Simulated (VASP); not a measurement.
# RbGe2 (P4_2/nmc) in VASP: a series of runs

RbGe2 is run at these levels: PBE; tasks: single point, relaxation of cell and atoms.

Everything below comes from runs of VASP 6.6.1. Logs are shortened: lines on timing, memory, paths and dates and some standing lists are left out, and cuts for length are marked.

## Step 1: The cell of the first run

It takes space group P4_2/nmc (No. 137, tetragonal). Conventional cell: a = 3.864 Å, b = 3.864 Å, c = 11.144 Å, α = 90.00°, β = 90.00°, γ = 90.00°. Within 3.1 Å of Rb (site symmetry -4m2) lie 4 Ge at 2.38 Å. Within 3.1 Å of Ge (site symmetry 2mm) lie 2 Rb at 2.38 Å.

## Step 2: Single point, PBE

Input file INCAR:

```
  PREC = Accurate
  ENCUT = 520
  EDIFF = 1E-6
  ISMEAR = 0
  SIGMA = 0.1
  LREAL = False
  LASPH = True
  NELM = 100
  ALGO = Normal
  ISIF = 2
  LWAVE = False
  LCHARG = False
  GGA = PE
  NBANDS = 46
```

Input file KPOINTS:

```
regular mesh
0
Gamma
  6 6 2
```

Input file POSCAR:

```
RbGe2
1.0
    3.8643215288      0.0000000000      0.0000000000
    0.0000000000      3.8643215288      0.0000000000
    0.0000000000      0.0000000000     11.1438677601
Rb Ge
2 4
Direct
    0.0000000000      0.0000000000      0.0000000000
    0.5000000000      0.5000000000      0.5000000000
    0.0000000000      0.5000000000      0.1250000000
    0.0000000000      0.5000000000      0.6250000000
    0.5000000000      0.0000000000      0.3750000000
    0.5000000000      0.0000000000      0.8750000000
```

Potentials or basis: VASP PAW PBE potentials, release 64 (Rb_sv, Ge_d).

Command:

```bash
$ cat potpaw_PBE.64/Rb_sv/POTCAR potpaw_PBE.64/Ge_d/POTCAR > POTCAR
$ mpirun -np 1 vasp_std > vasp.out
```

OUTCAR:

```text
PREC = Accurate
   ENCUT = 520
   EDIFF = 1E-6
   ISMEAR = 0
   LREAL = False
   LASPH = True
   NELM = 100
   ISIF = 2
   GGA = PE

 ion  position               nearest neighbor table
   1  0.000  0.000  0.000-   3 2.38   6 2.38   3 2.38   6 2.38
   2  0.500  0.500  0.500-   4 2.38   5 2.38   5 2.38   4 2.38
   3  0.000  0.500  0.125-   1 2.38   1 2.38
   4  0.000  0.500  0.625-   2 2.38   2 2.38
   5  0.500  0.000  0.375-   2 2.38   2 2.38
   6  0.500  0.000  0.875-   1 2.38   1 2.38

  LATTYP: Found a simple tetragonal cell.
 ALAT       =     3.8643215288
 C/A-ratio  =     2.8837837838

  Lattice vectors:

 A1 = (   3.8643215288,   0.0000000000,   0.0000000000)
 A2 = (   0.0000000000,   3.8643215288,   0.0000000000)
 A3 = (   0.0000000000,   0.0000000000,  11.1438677601)

Analysis of symmetry for initial positions (statically):
=====================================================================
 Subroutine PRICEL returns:
 Original cell was already a primitive cell.

 Routine SETGRP: Setting up the symmetry group for a
 simple tetragonal supercell.

 Subroutine GETGRP returns: Found 16 space group operations
 (whereof  8 operations were pure point group operations)
 out of a pool of 16 trial point group operations.

The static configuration has the point symmetry D_2d.
 The point group associated with its full space group is D_4h.

Analysis of symmetry for dynamics (positions and initial velocities):
=====================================================================
 Subroutine PRICEL returns:
 Original cell was already a primitive cell.

 Routine SETGRP: Setting up the symmetry group for a
 simple tetragonal supercell.

 Subroutine GETGRP returns: Found 16 space group operations
 (whereof  8 operations were pure point group operations)
 out of a pool of 16 trial point group operations.

The dynamic configuration has the point symmetry D_2d.
 The point group associated with its full space group is D_4h.

 Subroutine INISYM returns: Found 16 space group operations
 (whereof  8 operations are pure point group operations),
 and found     1 'primitive' translations

----------------------------------------------------------------------------------------

                                     Primitive cell

  volume of cell :     166.4112

  direct lattice vectors                    reciprocal lattice vectors
     3.864321529  0.000000000  0.000000000     0.258777639  0.000000000  0.000000000
     0.000000000  3.864321529  0.000000000     0.000000000  0.258777639  0.000000000
     0.000000000  0.000000000 11.143867760     0.000000000  0.000000000  0.089735451

  length of vectors
     3.864321529  3.864321529 11.143867760     0.258777639  0.258777639  0.089735451

  position of ions in fractional coordinates (direct lattice)
     0.000000000  0.000000000  0.000000000
     0.500000000  0.500000000  0.500000000
     0.000000000  0.500000000  0.125000000
     0.000000000  0.500000000  0.625000000
     0.500000000  0.000000000  0.375000000
     0.500000000  0.000000000  0.875000000

  ion indices of the primitive-cell ions
   primitive index   ion index
                 1           1
                 2           2
                 3           3
                 4           4
                 5           5
                 6           6

----------------------------------------------------------------------------------------

 KPOINTS: regular mesh

Automatic generation of k-mesh.
 Grid dimensions read from file:
 generate k-points for:    6    6    2

 Generating k-lattice:

  Cartesian coordinates                     Fractional coordinates (reciprocal lattice)
     0.043129606  0.000000000  0.000000000     0.166666667  0.000000000  0.000000000
     0.000000000  0.043129606  0.000000000     0.000000000  0.166666667  0.000000000
     0.000000000  0.000000000  0.044867726     0.000000000  0.000000000  0.500000000

  Length of vectors
     0.043129606  0.043129606  0.044867726

  Shift w.r.t. Gamma in fractional coordinates (k-lattice)
     0.000000000  0.000000000  0.000000000

 Subroutine IBZKPT returns following result:
 ===========================================

 Found     20 irreducible k-points:

 Following reciprocal coordinates:
            Coordinates               Weight
  0.000000  0.000000  0.000000      1.000000
  0.166667  0.000000  0.000000      4.000000
  0.333333  0.000000  0.000000      4.000000
  0.500000  0.000000  0.000000      2.000000
  0.166667  0.166667  0.000000      4.000000
  0.333333  0.166667  0.000000      8.000000
[... 12 lines left out ...]
  0.500000  0.333333  0.500000      4.000000
  0.500000  0.500000  0.500000      1.000000
   k-points           NKPTS =     20   k-points in BZ     NKDIM =     20   number of bands    NBANDS=     46
   number of dos      NEDOS =    301   number of ions     NIONS =      6
   total plane-waves  NPLWV =  75600
   dimension x,y,z NGX =    30 NGY =   30 NGZ =   84
   dimension x,y,z NGXF=    60 NGYF=   60 NGZF=  168
   ions per type =               2   4
   NGX,Y,Z   is equivalent  to a cutoff of  12.91, 12.91, 12.53 a.u.
   NGXF,Y,Z  is equivalent  to a cutoff of  25.81, 25.81, 25.06 a.u.
 SYSTEM =  unknown system
   PREC   = accura    normal or accurate (medium, high low for compatibility)
   ISTART =      0    job   : 0-new  1-cont  2-samecut
   ICHARG =      2    charge: 1-file 2-atom 10-const
   ISPIN  =      1    spin polarized calculation?
   LNONCOLLINEAR =      F non collinear calculations
   LSORBIT =      F    spin-orbit coupling
   LASPH  =      T    aspherical Exc in radial PAW
   ENCUT  =  520.0 eV  38.22 Ry    6.18 a.u.   7.19  7.19 20.72*2*pi/ulx,y,z
   NELM   =    100;   NELMIN=  2; NELMDL= -5     # of ELM steps
   EDIFF  = 0.1E-05   stopping-criterion for ELM
   LREAL  =      F    real-space projection
   EDIFFG = 0.1E-04   stopping-criterion for IOM
   NSW    =      0    number of steps for IOM
   IBRION =     -1    ionic relax: 0-MD 1-quasi-New 2-CG
   NFREE  =      0    steps in history (QN), initial steepest desc. (CG)
   ISIF   =      2    stress and relaxation
   ISYM   =      2    0-nonsym 1-usesym 2-fastsym
   POTIM  = 0.5000    time-step for ionic-motion
   TEBEG  =    0.0;   TEEND  =   0.0 temperature during run
   PSTRESS=    0.0 pullay stress
   NELECT =      74.0000    total number of electrons
   NUPDOWN=      -1.0000    fix difference up-down
   EMIN   =  10.00;   EMAX   =-10.00  energy-range for DOS
   EFERMI =   0.00;   METHOD = LEGACY
   ISMEAR =     0;   SIGMA  =   0.10  broadening in eV -4-tet -1-fermi 0-gaus
   EFERMI_NEDOS =   21; number of points for ismear=-14 and -15
   IALGO  =     38    algorithm
   IMIX   =      4    mixing-type and parameters
     AMIX     =   0.40;   BMIX     =  1.00
     AMIX_MAG =   1.60;   BMIX_MAG =  1.00
  volume/ion in A,a.u.               =      27.74       187.17
  Fermi-wavevector in a.u.,A,eV,Ry     =   1.249562  2.361330 21.244218  1.561406
  Thomas-Fermi vector in A             =   2.383597
   LORBIT       =      0    0 simple, 1 ext, 2 COOP (PROOUT), +10 PAW based schemes
   GGA     = PE    functional components
   LHFCALC =     F    Hartree Fock is set to
   AEXX    =    0.0000 exact exchange contribution
   IVDW    =     0    specifies the selected vdW correction
   LEPSILON=     F    determine dielectric tensor
   LRPA    =     F    only Hartree local field effects (RPA)
 non-spin polarized calculation
 Gauss-broadening in eV      SIGMA  =   0.10
  energy-cutoff  :      520.00
  volume of cell :      166.41
 maximum number of plane-waves:      4528
 NGX is ok and might be reduce to    30
   NGX = 15   NGY = 15   NGZ = 41

 number of electron      74.0000027 magnetization

 Free energy of the ion-electron system (eV)
  ---------------------------------------------------
  ext. energy  EPLUGINS =         0.00000000
  ---------------------------------------------------
  free energy    TOTEN  =        -0.62993761 eV

  energy without entropy =       -0.60568797  energy(sigma->0) =       -0.61781279

 E-fermi :   3.0380     XC(G=0):  -9.2114

 val. band max:        2.9846634483   @ k =   0.1667   0.0000   0.0000
 cond. band min:       3.0617229336   @ k =   0.3333   0.1667   0.0000
 fundamental gap:      0.0770594852
 Fermi energy:         3.0380292468

 k-point     1 :       0.0000    0.0000    0.0000
  band No.  band energies     occupation
      1     -25.5758      2.00000
      2     -25.5752      2.00000
      3     -22.2651      2.00000
      4     -22.2651      2.00000
      5     -22.2620      2.00000
      6     -22.2620      2.00000
[... 38 lines left out ...]
     45       7.4241      0.00000
     46       7.5632      0.00000

 k-point     2 :       0.1667    0.0000    0.0000
  band No.  band energies     occupation
      1     -25.5642      2.00000
      2     -25.5637      2.00000
      3     -22.2649      2.00000
      4     -22.2622      2.00000
      5     -22.2596      2.00000
      6     -22.2572      2.00000
[... 38 lines left out ...]
     45       7.7819      0.00000
     46       8.2858      0.00000

 k-point     3 :       0.3333    0.0000    0.0000
  band No.  band energies     occupation
      1     -25.5411      2.00000
      2     -25.5408      2.00000
      3     -22.2644      2.00000
      4     -22.2628      2.00000
      5     -22.2544      2.00000
      6     -22.2534      2.00000
[... 38 lines left out ...]
     45       8.2116      0.00000
     46       8.4741      0.00000

 k-point     4 :       0.5000    0.0000    0.0000
  band No.  band energies     occupation
      1     -25.5294      2.00000
      2     -25.5294      2.00000
      3     -22.2636      2.00000
      4     -22.2636      2.00000
      5     -22.2526      2.00000
      6     -22.2526      2.00000
[... 724 lines left out ...]
     45       6.8488      0.00000
     46       6.8488      0.00000

 k-point    19 :       0.5000    0.3333    0.5000
  band No.  band energies     occupation
      1     -25.4968      2.00000
      2     -25.4968      2.00000
      3     -22.2565      2.00000
      4     -22.2565      2.00000
      5     -22.2335      2.00000
      6     -22.2335      2.00000
[... 38 lines left out ...]
     45       6.7033      0.00000
     46       6.7033      0.00000

 k-point    20 :       0.5000    0.5000    0.5000
  band No.  band energies     occupation
      1     -25.4859      2.00000
      2     -25.4859      2.00000
      3     -22.2548      2.00000
      4     -22.2548      2.00000
      5     -22.2278      2.00000
      6     -22.2278      2.00000
[... 38 lines left out ...]
     45       7.1036      0.00000
     46       7.1036      0.00000

------------------------ aborting loop because EDIFF is reached ----------------------------------------

  FORCE on cell =-STRESS in cart. coord.  units (eV):
  Direction    XX          YY          ZZ          XY          YZ          ZX
  --------------------------------------------------------------------------------------
  -------------------------------------------------------------------------------------
  Total       24.7565600     24.7565600     25.0420327      0.0000000      0.0000000      0.0000000
  in kB      238.3517924    238.3517924    241.1002727      0.0000000      0.0000000      0.0000000
  external PRESSURE =     239.2679525 kB  Pullay stress =       0.0000000 kB

 VOLUME and BASIS-vectors are now :
 -----------------------------------------------------------------------------
  energy-cutoff  :      520.00
  volume of cell :      166.41
      direct lattice vectors                 reciprocal lattice vectors
     3.864321529  0.000000000  0.000000000     0.258777639  0.000000000  0.000000000
     0.000000000  3.864321529  0.000000000     0.000000000  0.258777639  0.000000000
     0.000000000  0.000000000 11.143867760     0.000000000  0.000000000  0.089735451

 POSITION                                       TOTAL-FORCE (eV/Angst)
 -----------------------------------------------------------------------------------
      0.00000      0.00000      0.00000        -0.000000      0.000000     -0.000000
      1.93216      1.93216      5.57193        -0.000000     -0.000000     -0.000000
      0.00000      1.93216      1.39298         0.000000      0.000000      6.337405
      0.00000      1.93216      6.96492        -0.000000     -0.000000      6.337405
      1.93216      0.00000      4.17895        -0.000000     -0.000000     -6.337405
      1.93216      0.00000      9.75088        -0.000000     -0.000000     -6.337405
 -----------------------------------------------------------------------------------
    total drift:                                0.000000     -0.000000      0.000000

  FREE ENERGIE OF THE ION-ELECTRON SYSTEM (eV)
  ---------------------------------------------------
  free  energy   TOTEN  =        -0.6299376146 eV

  energy  without entropy=       -0.6056879686  energy(sigma->0) =       -0.61781279
```

It took 67 s on 1 thread of AMD EPYC 9R45 (Zen 5), shared host; peak memory 0.29 GiB.

What came out:

* Free energy: -0.6299 eV
* Pressure: 23.9 GPa
* Largest force: 6.337 eV/Å
* Band gap on the k mesh: zero (band 37 reaches 3.50 eV, above the bottom of band 38 at 2.55 eV)

Forces in eV/Å, atoms in the order of the input:
```
Rb   0.000  0.000  0.000
Rb   0.000  0.000  0.000
Ge   0.000  0.000  6.337
Ge   0.000  0.000  6.337
Ge   0.000  0.000 -6.337
Ge   0.000  0.000 -6.337
```

Levels at points of the mesh, in eV from the Fermi level:
```csv
k point,band 33,band 34,band 35,band 36,band 37,band 38,band 39,band 40,band 41,band 42
"(0.00, 0.00, 0.00)",-2.29,-1.94,-0.48,0.15,0.15,0.18,0.79,0.79,1.96,1.96
"(0.50, 0.00, 0.00)",-2.08,-2.08,-0.48,-0.48,-0.23,-0.23,1.12,1.12,1.31,1.31
"(0.50, 0.50, 0.00)",-2.83,-2.83,-0.60,-0.60,-0.49,-0.49,1.15,1.15,1.83,1.83
"(0.00, 0.00, 0.50)",-2.14,-2.14,-0.12,-0.12,0.36,0.36,0.44,0.44,2.43,2.43
"(0.50, 0.00, 0.50)",-2.12,-2.12,-0.46,-0.46,-0.23,-0.23,1.09,1.09,1.34,1.34
"(0.50, 0.50, 0.50)",-2.79,-2.79,-1.19,-1.19,0.47,0.47,1.48,1.48,1.48,1.48
```

Caveat: forces of over 1 eV/Å act on the atoms, so gaps and moduli don't describe the material at rest.

## Step 3: Relaxation of cell and atoms, PBE

Input file INCAR:

```
SYSTEM = RbGe2
ALGO     = Normal         ! electronic algorithm
EDIFF    = 1E-7           ! SCF threshold, eV
EDIFFG   = -0.04          ! ionic threshold
ENCUT    = 600            ! plane-wave cutoff, eV
GGA      = PE             ! functional
IBRION   = 2              ! ionic algorithm
ISIF     = 3              ! what is computed and relaxed
ISMEAR   = 0              ! smearing method
LASPH    = .TRUE.         ! aspherical terms in the spheres
LCHARG   = .FALSE.        ! write CHGCAR
LREAL    = .FALSE.        ! projectors in reciprocal space
LWAVE    = .FALSE.        ! write WAVECAR
NELM     = 80             ! most SCF steps
NSW      = 90             ! ionic steps
PREC     = Accurate       ! precision mode
SIGMA    = 0.1            ! smearing width, eV
```

Input file KPOINTS:

```
k-points
0
G
  4 4 2
  0 0 0
```

POSCAR is that of step 2.

Potentials or basis: VASP PAW PBE potentials, release 64 (Rb_sv, Ge_d).

Command:

```bash
$ cat potpaw_PBE.64/Rb_sv/POTCAR potpaw_PBE.64/Ge_d/POTCAR > POTCAR
$ mpirun -np 1 vasp_std > vasp.out
```

Run time: 10 min. Hardware: 1 thread of AMD EPYC 9R45 (Zen 5), shared host; peak memory 0.32 GiB.

The run converged. Its results:

```yaml
Free_energy: -19.1728 eV
Relaxed_volume: 30.02 Å³/atom
Relaxed_cell: a = 3.776 Å, b = 3.776 Å, c = 12.632 Å, α = 90.00°, β = 90.00°, γ = 90.00°
Space_group_after_relaxing_to_0.05_Å: I4/mmm (No. 139)
Energy_gained_by_relaxing: 3091.8 meV/atom
Ionic_steps: 15
Pressure_after_relaxing: 0.0 GPa
Largest_force_after_relaxing: 0.024 eV/Å
Band_gap_on_the_k_mesh: zero (band 37 reaches 4.84 eV, above the bottom of band 38 at 2.03 eV)
```

Forces on the atoms (eV/Å):
```
Rb   0.000  0.000  0.000
Rb   0.000  0.000  0.000
Ge   0.000  0.000 -0.024
Ge   0.000  0.000 -0.024
Ge   0.000  0.000  0.024
Ge   0.000  0.000  0.024
```

The path:
```csv
step,energy change (eV),largest force (eV/Å),pressure (GPa),volume (Å³)
1,0.0000,6.3990,23.97,166.41
2,-9.9828,2.0713,-1.19,287.67
3,-10.1539,1.7287,-1.95,316.21
4,-11.1917,1.9028,-2.41,295.80
5,-14.7308,1.7520,-3.15,239.66
6,-17.5692,0.3089,9.76,148.76
7,-17.6513,1.1096,1.14,174.89
8,-17.8991,0.9425,3.95,162.86
9,-17.8838,0.7195,5.45,158.42
10,-18.4566,0.0799,2.06,172.12
11,-18.4966,0.0492,0.34,181.00
12,-18.5007,0.0208,0.69,178.99
13,-18.5409,0.0235,-0.69,183.82
14,-18.5468,0.0238,-0.37,182.53
15,-18.5508,0.0245,-0.01,180.10
```

Final structure:
```
CELL_PARAMETERS angstrom
3.77583 0.00000 0.00000
0.00000 3.77583 0.00000
0.00000 0.00000 12.63225
ATOMIC_POSITIONS crystal
Rb 0.00000 0.00000 0.00000
Rb 0.50000 0.50000 0.50000
Ge 0.00000 0.50000 0.25171
Ge 0.00000 0.50000 0.75171
Ge 0.50000 0.00000 0.24829
Ge 0.50000 0.00000 0.74829
```

Levels at points of the mesh, in eV from the Fermi level:
```tsv
k point	band 32	band 33	band 34	band 35	band 36	band 37	band 38	band 39	band 40	band 41
(0.00, 0.00, 0.00)	-2.55	-2.40	-2.34	-1.02	-1.02	-0.96	-0.96	0.13	1.61	2.46
(0.50, 0.00, 0.00)	-8.41	-0.75	-0.75	-0.57	-0.57	1.83	1.83	1.87	1.87	2.72
(0.50, 0.50, 0.00)	-6.88	-4.22	-4.22	-4.08	-4.08	0.12	0.12	0.76	0.76	1.57
(0.00, 0.00, 0.50)	-3.01	-2.41	-2.41	-0.99	-0.99	-0.99	-0.99	0.91	0.91	2.83
(0.50, 0.00, 0.50)	-8.37	-0.98	-0.98	-0.28	-0.28	1.80	1.80	1.89	1.89	2.59
(0.50, 0.50, 0.50)	-6.92	-4.20	-4.20	-4.11	-4.11	0.41	0.41	0.41	0.41	1.64
```

Caveat: the k points lie up to 0.42 Å⁻¹ apart in the final cell.
